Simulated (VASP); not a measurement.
# MgO (Fm-3m) in VASP: further runs, part 2 of 2

VASP 6.6.1.

## 4. Vibrations by perturbation theory, PBEsol

Input file INCAR:

```
SYSTEM = MgO
PREC = Accurate
ENCUT = 520
EDIFF = 1E-8
ISMEAR = 0
SIGMA = 0.01
LREAL = .FALSE.
LASPH = .TRUE.
NELM = 80
ALGO = Normal
ISIF = 2
LWAVE = .FALSE.
LCHARG = .TRUE.
GGA = PS
NBANDS = 11
IBRION = 8
NSW = 1
LEPSILON = .TRUE.
```

Input file KPOINTS:

```
regular mesh
0
G
  14 14 14
  0 0 0
```

Input file POSCAR:

```
MgO
1.0
    0.0000000000      2.1070939539      2.1070939539
    2.1070939539      0.0000000000      2.1070939539
    2.1070939539      2.1070939539      0.0000000000
Mg O
1 1
Direct
    0.0000000000      0.0000000000      0.0000000000
    0.5000000000      0.5000000000      0.5000000000
```

Potentials or basis: VASP PAW PBE potentials, release 64 (Mg, O).

Run with:

```bash
$ cat potpaw_PBE.64/Mg/POTCAR potpaw_PBE.64/O/POTCAR > POTCAR
$ mpirun -np 1 vasp_std > vasp.out
```

OUTCAR:

```text
SYSTEM = MgO
   PREC = Accurate
   ENCUT = 520
   EDIFF = 1E-8
   ISMEAR = 0
   LREAL = .FALSE.
   LASPH = .TRUE.
   NELM = 80
   ISIF = 2
   GGA = PS
   IBRION = 8
   NSW = 1
   LEPSILON = .TRUE.

 ion  position               nearest neighbor table
   1  0.000  0.000  0.000-   2 2.11   2 2.11   2 2.11   2 2.11   2 2.11   2 2.11
   2  0.500  0.500  0.500-   1 2.11   1 2.11   1 2.11   1 2.11   1 2.11   1 2.11

  LATTYP: Found a face centered cubic cell.
 ALAT       =     4.2141879078

  Lattice vectors:

 A1 = (   0.0000000000,   2.1070939539,   2.1070939539)
 A2 = (   2.1070939539,   0.0000000000,   2.1070939539)
 A3 = (   2.1070939539,   2.1070939539,   0.0000000000)

Analysis of symmetry for initial positions (statically):
=====================================================================
 Subroutine PRICEL returns:
 Original cell was already a primitive cell.

 Routine SETGRP: Setting up the symmetry group for a
 face centered cubic supercell.

 Subroutine GETGRP returns: Found 48 space group operations
 (whereof 48 operations were pure point group operations)
 out of a pool of 48 trial point group operations.

The static configuration has the point symmetry O_h .

Analysis of symmetry for dynamics (positions and initial velocities):
=====================================================================
 Subroutine PRICEL returns:
 Original cell was already a primitive cell.

 Routine SETGRP: Setting up the symmetry group for a
 face centered cubic supercell.

 Subroutine GETGRP returns: Found 48 space group operations
 (whereof 48 operations were pure point group operations)
 out of a pool of 48 trial point group operations.

The dynamic configuration has the point symmetry O_h .

 Subroutine INISYM returns: Found 48 space group operations
 (whereof 48 operations are pure point group operations),
 and found     1 'primitive' translations

----------------------------------------------------------------------------------------

                                     Primitive cell

  volume of cell :      18.7103

  direct lattice vectors                    reciprocal lattice vectors
     0.000000000  2.107093954  2.107093954    -0.237293643  0.237293643  0.237293643
     2.107093954  0.000000000  2.107093954     0.237293643 -0.237293643  0.237293643
     2.107093954  2.107093954  0.000000000     0.237293643  0.237293643 -0.237293643

  length of vectors
     2.979880847  2.979880847  2.979880847     0.411004646  0.411004646  0.411004646

  position of ions in fractional coordinates (direct lattice)
     0.000000000  0.000000000  0.000000000
[... 527 lines left out ...]
 -----------------------------------------------------------------------------
    -0.00016  0.00000  0.00000
     0.00000 -0.00016  0.00000
     0.00000  0.00000 -0.00012

--------------------------------------- Ionic step        4  -------------------------------------------

------------------------ aborting loop because EDIFF is reached ----------------------------------------

[... ionic steps 5 to 6 ...]

--------------------------------------- Ionic step        7  -------------------------------------------

 Free energy of the ion-electron system (eV)
  ---------------------------------------------------
  ---------------------------------------------------
  free energy    TOTEN  =        -0.35753960 eV

  energy without entropy =       -0.35753960

------------------------ aborting loop because EDIFF is reached ----------------------------------------

 INTERNAL STRAIN TENSOR  FOR ION    2  DIRECTION 1   (eV/Angst):
 -----------------------------------------------------------------------------
    -0.00403 -0.00000  0.00000
    -0.00000  0.00690  0.00000
     0.00000  0.00000  0.00690

 MACROSCOPIC STATIC DIELECTRIC TENSOR (including local field effects in DFT)
 ------------------------------------------------------
           3.168509     0.000000    -0.000000
           0.000000     3.168509     0.000000
          -0.000000    -0.000000     3.168509
 ------------------------------------------------------

 PIEZOELECTRIC TENSOR (including local field effects)  for field in x, y, z        (e  Angst)
          XX          YY          ZZ          XY          YZ          ZX
  --------------------------------------------------------------------------------
  x     0.00000     0.00000     0.00000     0.00000     0.00000     0.00000
  y     0.00000     0.00000     0.00000     0.00000     0.00000     0.00000
  z     0.00000     0.00000     0.00000     0.00000     0.00000     0.00000

 PIEZOELECTRIC TENSOR (including local field effects)  for field in x, y, z        (C/m^2)
          XX          YY          ZZ          XY          YZ          ZX
  --------------------------------------------------------------------------------
  x     0.00000     0.00000     0.00000     0.00000     0.00000     0.00000
  y     0.00000     0.00000     0.00000     0.00000     0.00000     0.00000
  z     0.00000     0.00000     0.00000     0.00000     0.00000     0.00000

 BORN EFFECTIVE CHARGES (including local field effects) (in |e|, cummulative output)
 ---------------------------------------------------------------------------------
 ion    1
    1     1.96660     0.00000     0.00000
    2     0.00000     1.96660     0.00000
    3    -0.00000    -0.00000     1.96660
 ion    2
    1    -1.96660    -0.00000    -0.00000
    2    -0.00000    -1.96660    -0.00000
    3     0.00000     0.00000    -1.96660

 INTERNAL STRAIN TENSOR FOR ION    2 for displacements in x,y,z  (eV/Angst):
          X           Y           Z          XY          YZ          ZX
  --------------------------------------------------------------------------------
  x     0.00000     0.00000     0.00000     0.00000     0.00000     0.00000
  y     0.00000     0.00000     0.00000     0.00000     0.00000     0.00000
  z     0.00000     0.00000     0.00000     0.00000     0.00000     0.00000

 SECOND DERIVATIVES (NOT SYMMETRIZED)
 ------------------------------------
               1X          1Y          1Z          2X          2Y          2Z
  1X    -5.387221    0.000000    0.000000    5.387221    0.000000    0.000000
  1Y     0.000000   -5.387221    0.000000    0.000000    5.387221    0.000000
  1Z     0.000000    0.000000   -5.387221    0.000000    0.000000    5.387221
  2X     5.411046    0.000000    0.000000   -5.411046    0.000000    0.000000
  2Y     0.000000    5.411046    0.000000    0.000000   -5.411046    0.000000
  2Z     0.000000    0.000000    5.411046    0.000000    0.000000   -5.411046

 Eigenvectors and eigenvalues of the dynamical matrix
 ----------------------------------------------------

   1 f  =   11.697239 THz    73.495923 2PiTHz  390.177907 cm-1    48.375873 meV
             X         Y         Z           dx          dy          dz
      0.000000  0.000000  0.000000     0.000000    0.629220    0.000000
      2.107094  2.107094  2.107094     0.000000   -0.777227    0.000000
[... 21 lines left out ...]
   6 f/i=    0.012621 THz     0.079302 2PiTHz    0.421003 cm-1     0.052198 meV
             X         Y         Z           dx          dy          dz
      0.000000  0.000000  0.000000     0.000000    0.000000    0.777227
      2.107094  2.107094  2.107094     0.000000    0.000000    0.629220

--------------------------------------------------------------------------------------------------------

 MACROSCOPIC STATIC DIELECTRIC TENSOR IONIC CONTRIBUTION
 ------------------------------------------------------
           6.927753    -0.000000     0.000000
          -0.000000     6.927753    -0.000000
           0.000000    -0.000000     6.927753
 ------------------------------------------------------

 ELASTIC MODULI CONTR FROM IONIC RELAXATION (kBar)
 Direction    XX          YY          ZZ          XY          YZ          ZX
 --------------------------------------------------------------------------------
 XX           0.0000      0.0000      0.0000      0.0000      0.0000      0.0000
 YY           0.0000      0.0000      0.0000      0.0000      0.0000      0.0000
 ZZ           0.0000      0.0000      0.0000      0.0000      0.0000      0.0000
 XY           0.0000      0.0000      0.0000      0.0000      0.0000      0.0000
 YZ           0.0000      0.0000      0.0000      0.0000      0.0000      0.0000
 ZX           0.0000      0.0000      0.0000      0.0000      0.0000      0.0000
 --------------------------------------------------------------------------------

 PIEZOELECTRIC TENSOR IONIC CONTR  for field in x, y, z        (C/m^2)
          XX          YY          ZZ          XY          YZ          ZX
  --------------------------------------------------------------------------------
  x     0.00000     0.00000     0.00000     0.00000     0.00000     0.00000
  y     0.00000     0.00000     0.00000     0.00000     0.00000     0.00000
  z     0.00000     0.00000     0.00000     0.00000     0.00000     0.00000
```

OSZICAR:

```text
N       E                     dE             d eps       ncg     rms          rms(c)
DAV:   1     0.119688581745E+02    0.11969E+02   -0.45819E+03  2648   0.644E+02
DAV:   2    -0.133911386095E+02   -0.25360E+02   -0.24787E+02  2636   0.132E+02
[... 135 lines left out ...]
RMM:   6    -0.357548297449E+00    0.34579E-05   -0.54187E-08  9355   0.173E-03    0.924E-04
RMM:   7    -0.357539593221E+00    0.87042E-05   -0.89206E-09  9258   0.743E-04    0.798E-05
RMM:   8    -0.357539552842E+00    0.40378E-07   -0.26190E-09  9169   0.771E-05    0.260E-05
RMM:   9    -0.357539612228E+00   -0.59385E-07   -0.26145E-09  9545   0.587E-05    0.224E-06
RMM:  10    -0.357539597068E+00    0.15160E-07   -0.26604E-09  8480   0.295E-05    0.708E-07
RMM:  11    -0.357539598454E+00   -0.13866E-08   -0.25410E-09  6377   0.286E-05    0.583E-08
 Linear response finished
```

It took 3.4 min on 1 thread of AMD EPYC 9R45 (Zen 5), shared host; peak memory 0.24 GiB.

What came out:

```yaml
Electronic_dielectric_tensor_diagonal: 3.17
Born_charges_mean_of_the_diagonal: Mg +1.97; O -1.97 e
Highest_phonon_frequency_at_Γ_LO-TO_splitting_left_out: 390 cm⁻¹
```

Phonon frequencies in cm⁻¹ (negative: imaginary):
| q point | frequencies |
| --- | --- |
| (0.000, 0.000, 0.000) | 0 0 0 390 390 390 |

Electronic dielectric tensor:
```
3.17 0.00 0.00
0.00 3.17 0.00
0.00 0.00 3.17
```

Born effective charge tensors (e):
atom 1, Mg
```
1.97 0.00 0.00
0.00 1.97 0.00
0.00 0.00 1.97
```
atom 2, O
```
-1.97  0.00  0.00
 0.00 -1.97  0.00
 0.00  0.00 -1.97
```

## 5. Comparison with measurements

Step 2. Measured gap of MgO: 7.83 eV (quoted in “Electronic structure of alkaline earth and post-transition metal oxides”, 2009, arxiv:0908.1581). This calculation gives 4.62 eV (-3.21 eV). The value is that of PBEsol on a finite k mesh, which can miss the band edges, without temperature or zero-point motion. Semilocal functionals fall short of measured gaps as a rule.
